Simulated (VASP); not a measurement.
# KF (Fm-3m) in VASP: notebook

KF is run at these levels: PBEsol; tasks: single point.

Everything below comes from runs of VASP 6.6.1. Logs are shortened: lines on timing, memory, paths and dates and some standing lists are left out, and cuts for length are marked.

## 1. The cell of the first run

The structure is cubic, space group Fm-3m (No. 225). The conventional cell has a = 5.238 Å, b = 5.238 Å, c = 5.238 Å, α = 90.00°, β = 90.00°, γ = 90.00°. K (site symmetry m-3m) has 6 F at 2.62 Å within 3.5 Å. F (site symmetry m-3m) has 6 K at 2.62 Å within 3.5 Å.

## 2. Single point, PBEsol (volume scaled by 0.94)

Input file INCAR:

```
SYSTEM = KF
PREC = Accurate
ENCUT = 520
EDIFF = 1E-6
ISMEAR = -1
SIGMA = 0.01
LREAL = .FALSE.
LASPH = .TRUE.
NELM = 60
ALGO = Normal
ISIF = 2
LWAVE = .FALSE.
LCHARG = .FALSE.
GGA = PS
NBANDS = 15
```

Input file KPOINTS:

```
Automatic mesh
0
G
  9 9 9
  0 0 0
```

Input file POSCAR:

```
KF
1.0
    0.0000000000      2.6189234616      2.6189234616
    2.6189234616      0.0000000000      2.6189234616
    2.6189234616      2.6189234616      0.0000000000
K F
1 1
Direct
    0.0000000000      0.0000000000      0.0000000000
    0.5000000000      0.5000000000      0.5000000000
```

Potentials or basis: VASP PAW PBE potentials, release 64 (K_sv, F).

Started as:

```console
cat potpaw_PBE.64/K_sv/POTCAR potpaw_PBE.64/F/POTCAR > POTCAR
mpirun -np 1 vasp_std > vasp.out
```

OUTCAR:

```text
SYSTEM = KF
   PREC = Accurate
   ENCUT = 520
   EDIFF = 1E-6
   ISMEAR = -1
   LREAL = .FALSE.
   LASPH = .TRUE.
   NELM = 60
   ISIF = 2
   GGA = PS

 ion  position               nearest neighbor table
   1  0.000  0.000  0.000-   2 2.62   2 2.62   2 2.62   2 2.62   2 2.62   2 2.62
   2  0.500  0.500  0.500-   1 2.62   1 2.62   1 2.62   1 2.62   1 2.62   1 2.62

  LATTYP: Found a face centered cubic cell.
 ALAT       =     5.2378469232

  Lattice vectors:

 A1 = (   0.0000000000,   2.6189234616,   2.6189234616)
 A2 = (   2.6189234616,   0.0000000000,   2.6189234616)
 A3 = (   2.6189234616,   2.6189234616,   0.0000000000)

Analysis of symmetry for initial positions (statically):
=====================================================================
 Subroutine PRICEL returns:
 Original cell was already a primitive cell.

 Routine SETGRP: Setting up the symmetry group for a
 face centered cubic supercell.

 Subroutine GETGRP returns: Found 48 space group operations
 (whereof 48 operations were pure point group operations)
 out of a pool of 48 trial point group operations.

The static configuration has the point symmetry O_h .

Analysis of symmetry for dynamics (positions and initial velocities):
=====================================================================
 Subroutine PRICEL returns:
 Original cell was already a primitive cell.

 Routine SETGRP: Setting up the symmetry group for a
 face centered cubic supercell.

 Subroutine GETGRP returns: Found 48 space group operations
 (whereof 48 operations were pure point group operations)
 out of a pool of 48 trial point group operations.

The dynamic configuration has the point symmetry O_h .

 Subroutine INISYM returns: Found 48 space group operations
 (whereof 48 operations are pure point group operations),
 and found     1 'primitive' translations

----------------------------------------------------------------------------------------

                                     Primitive cell

  volume of cell :      35.9251

  direct lattice vectors                    reciprocal lattice vectors
     0.000000000  2.618923462  2.618923462    -0.190918141  0.190918141  0.190918141
     2.618923462  0.000000000  2.618923462     0.190918141 -0.190918141  0.190918141
     2.618923462  2.618923462  0.000000000     0.190918141  0.190918141 -0.190918141

  length of vectors
     3.703717078  3.703717078  3.703717078     0.330679921  0.330679921  0.330679921

  position of ions in fractional coordinates (direct lattice)
     0.000000000  0.000000000  0.000000000
     0.500000000  0.500000000  0.500000000

  ion indices of the primitive-cell ions
   primitive index   ion index
                 1           1
                 2           2

----------------------------------------------------------------------------------------

 KPOINTS: Automatic mesh

Automatic generation of k-mesh.
 Grid dimensions read from file:
 generate k-points for:    9    9    9

 Generating k-lattice:

  Cartesian coordinates                     Fractional coordinates (reciprocal lattice)
    -0.021213127  0.021213127  0.021213127     0.111111111  0.000000000  0.000000000
     0.021213127 -0.021213127  0.021213127     0.000000000  0.111111111  0.000000000
     0.021213127  0.021213127 -0.021213127     0.000000000  0.000000000  0.111111111

  Length of vectors
     0.036742213  0.036742213  0.036742213

  Shift w.r.t. Gamma in fractional coordinates (k-lattice)
     0.000000000  0.000000000  0.000000000

 Subroutine IBZKPT returns following result:
 ===========================================

 Found     35 irreducible k-points:

 Following reciprocal coordinates:
            Coordinates               Weight
  0.000000  0.000000  0.000000      1.000000
  0.111111  0.000000  0.000000      8.000000
  0.222222  0.000000  0.000000      8.000000
  0.333333  0.000000  0.000000      8.000000
  0.444444  0.000000  0.000000      8.000000
  0.111111  0.111111  0.000000      6.000000
[... 16 lines left out ...]
 -0.333333  0.333333  0.000000     12.000000
  0.444444  0.444444  0.000000      6.000000
 [... further k-points ...]
   k-points           NKPTS =     35   k-points in BZ     NKDIM =     35   number of bands    NBANDS=     15
   number of dos      NEDOS =    301   number of ions     NIONS =      2
   total plane-waves  NPLWV =  21952
   dimension x,y,z NGX =    28 NGY =   28 NGZ =   28
   dimension x,y,z NGXF=    56 NGYF=   56 NGZF=   56
   ions per type =               1   1
   NGX,Y,Z   is equivalent  to a cutoff of  12.57, 12.57, 12.57 a.u.
   NGXF,Y,Z  is equivalent  to a cutoff of  25.14, 25.14, 25.14 a.u.
 SYSTEM =  KF
   PREC   = accura    normal or accurate (medium, high low for compatibility)
   ISTART =      0    job   : 0-new  1-cont  2-samecut
   ICHARG =      2    charge: 1-file 2-atom 10-const
   ISPIN  =      1    spin polarized calculation?
   LNONCOLLINEAR =      F non collinear calculations
   LSORBIT =      F    spin-orbit coupling
   LASPH  =      T    aspherical Exc in radial PAW
   ENCUT  =  520.0 eV  38.22 Ry    6.18 a.u.   6.89  6.89  6.89*2*pi/ulx,y,z
   NELM   =     60;   NELMIN=  2; NELMDL= -5     # of ELM steps
   EDIFF  = 0.1E-05   stopping-criterion for ELM
   LREAL  =      F    real-space projection
   EDIFFG = 0.1E-04   stopping-criterion for IOM
   NSW    =      0    number of steps for IOM
   IBRION =     -1    ionic relax: 0-MD 1-quasi-New 2-CG
   NFREE  =      0    steps in history (QN), initial steepest desc. (CG)
   ISIF   =      2    stress and relaxation
   ISYM   =      2    0-nonsym 1-usesym 2-fastsym
   POTIM  = 0.5000    time-step for ionic-motion
   TEBEG  =    0.0;   TEEND  =   0.0 temperature during run
   PSTRESS=    0.0 pullay stress
   NELECT =      16.0000    total number of electrons
   NUPDOWN=      -1.0000    fix difference up-down
   EMIN   =  10.00;   EMAX   =-10.00  energy-range for DOS
   EFERMI =   0.00;   METHOD = LEGACY
   ISMEAR =    -1;   SIGMA  =   0.01  broadening in eV -4-tet -1-fermi 0-gaus
   EFERMI_NEDOS =   21; number of points for ismear=-14 and -15
   IALGO  =     38    algorithm
   IMIX   =      4    mixing-type and parameters
     AMIX     =   0.40;   BMIX     =  1.00
     AMIX_MAG =   1.60;   BMIX_MAG =  1.00
  volume/ion in A,a.u.               =      17.96       121.22
  Fermi-wavevector in a.u.,A,eV,Ry     =   1.250207  2.362549 21.266154  1.563018
  Thomas-Fermi vector in A             =   2.384212
   LORBIT       =      0    0 simple, 1 ext, 2 COOP (PROOUT), +10 PAW based schemes
   GGA     = PS    functional components
   LHFCALC =     F    Hartree Fock is set to
   AEXX    =    0.0000 exact exchange contribution
   IVDW    =     0    specifies the selected vdW correction
   LEPSILON=     F    determine dielectric tensor
   LRPA    =     F    only Hartree local field effects (RPA)
 non-spin polarized calculation
  energy-cutoff  :      520.00
  volume of cell :       35.93
 maximum number of plane-waves:       981
   NGX = 13   NGY = 13   NGZ = 13

 number of electron      16.0000013 magnetization

 Free energy of the ion-electron system (eV)
  ---------------------------------------------------
  ext. energy  EPLUGINS =         0.00000000
  ---------------------------------------------------
  free energy    TOTEN  =        -8.51127054 eV

  energy without entropy =       -8.51127054  energy(sigma->0) =       -8.51127054

 E-fermi :  -2.4753     XC(G=0):  -8.9028

 val. band max:       -2.7442040010   @ k =   0.0000   0.0000   0.0000
 cond. band min:       3.5934277262   @ k =   0.0000   0.0000   0.0000
 fundamental gap:      6.3376317272
 Fermi energy:        -2.4752857094

 k-point     1 :       0.0000    0.0000    0.0000
  band No.  band energies     occupation
      1     -28.5491      2.00000
      2     -21.3045      2.00000
      3     -11.8103      2.00000
      4     -11.8103      2.00000
      5     -11.8103      2.00000
      6      -2.7442      2.00000
      7      -2.7442      2.00000
      8      -2.7442      2.00000
      9       3.5934      0.00000
     10       8.0450      0.00000
     11       8.0450      0.00000
     12       8.0450      0.00000
     13       9.8061      0.00000
     14       9.8061      0.00000
     15      14.3466      0.00000

 k-point     2 :       0.1111    0.0000    0.0000
  band No.  band energies     occupation
      1     -28.5341      2.00000
      2     -21.3193      2.00000
      3     -11.8481      2.00000
      4     -11.8152      2.00000
      5     -11.8152      2.00000
      6      -2.8713      2.00000
      7      -2.7943      2.00000
      8      -2.7943      2.00000
      9       3.9609      0.00000
     10       7.8261      0.00000
     11       8.2257      0.00000
     12       8.2257      0.00000
     13       9.9373      0.00000
     14       9.9373      0.00000
     15      15.0096      0.00000

 k-point     3 :       0.2222    0.0000    0.0000
  band No.  band energies     occupation
      1     -28.4957      2.00000
      2     -21.3571      2.00000
      3     -11.9430      2.00000
      4     -11.8273      2.00000
      5     -11.8273      2.00000
      6      -3.1577      2.00000
      7      -2.9184      2.00000
      8      -2.9184      2.00000
      9       4.9018      0.00000
     10       7.4874      0.00000
     11       8.6983      0.00000
     12       8.6983      0.00000
     13      10.3325      0.00000
     14      10.3325      0.00000
     15      16.2700      0.00000
[... 343 lines left out ...]
 k-point    23 :      -0.3333    0.3333    0.0000
  band No.  band energies     occupation
      1     -28.3947      2.00000
      2     -21.3890      2.00000
      3     -12.3049      2.00000
      4     -12.0867      2.00000
      5     -11.9432      2.00000
      6      -3.2663      2.00000
      7      -3.0433      2.00000
      8      -2.9044      2.00000
      9       6.6424      0.00000
     10       7.7455      0.00000
     11       8.9489      0.00000
     12      10.8005      0.00000
     13      11.1754      0.00000
     14      12.3654      0.00000
     15      14.4039      0.00000

 k-point    24 :       0.4444    0.4444    0.0000
  band No.  band energies     occupation
      1     -28.3955      2.00000
      2     -21.3430      2.00000
      3     -12.4688      2.00000
      4     -12.0653      2.00000
      5     -12.0653      2.00000
      6      -2.9640      2.00000
      7      -2.7864      2.00000
      8      -2.7864      2.00000
      9       5.4375      0.00000
     10       7.6197      0.00000
     11       9.4724      0.00000
     12      11.1265      0.00000
     13      11.7078      0.00000
     14      11.7078      0.00000
     15      14.0216      0.00000

 [... further k-points ...]
[... 5 lines left out ...]
  --------------------------------------------------------------------------------------
  -------------------------------------------------------------------------------------
  Total        0.3423555      0.3423555      0.3423555      0.0000000      0.0000000     -0.0000000
  in kB       15.2682579     15.2682579     15.2682579      0.0000000      0.0000000     -0.0000000
  external PRESSURE =      15.2682579 kB  Pullay stress =       0.0000000 kB

 VOLUME and BASIS-vectors are now :
 -----------------------------------------------------------------------------
  energy-cutoff  :      520.00
  volume of cell :       35.93
      direct lattice vectors                 reciprocal lattice vectors
     0.000000000  2.618923462  2.618923462    -0.190918141  0.190918141  0.190918141
     2.618923462  0.000000000  2.618923462     0.190918141 -0.190918141  0.190918141
     2.618923462  2.618923462  0.000000000     0.190918141  0.190918141 -0.190918141

 POSITION                                       TOTAL-FORCE (eV/Angst)
 -----------------------------------------------------------------------------------
      0.00000      0.00000      0.00000        -0.000000     -0.000000     -0.000000
      2.61892      2.61892      2.61892         0.000000      0.000000      0.000000
 -----------------------------------------------------------------------------------
    total drift:                                0.000000      0.000000      0.000000

  FREE ENERGIE OF THE ION-ELECTRON SYSTEM (eV)
  ---------------------------------------------------
  free  energy   TOTEN  =        -8.5112705444 eV

  energy  without entropy=       -8.5112705444  energy(sigma->0) =       -8.51127054
```

It took 9.5 s on 1 thread of Intel Xeon 6975P-C (Granite Rapids), shared host; peak memory 0.16 GiB.

What came out:

- Free energy: -8.5113 eV
- Pressure: 1.5 GPa
- Band gap on the k mesh: 6.34 eV, direct

Caveat: the PAW data sets were made with another functional, which shifts forces and pressure a little.

(Part 1 of 2 ends here.)
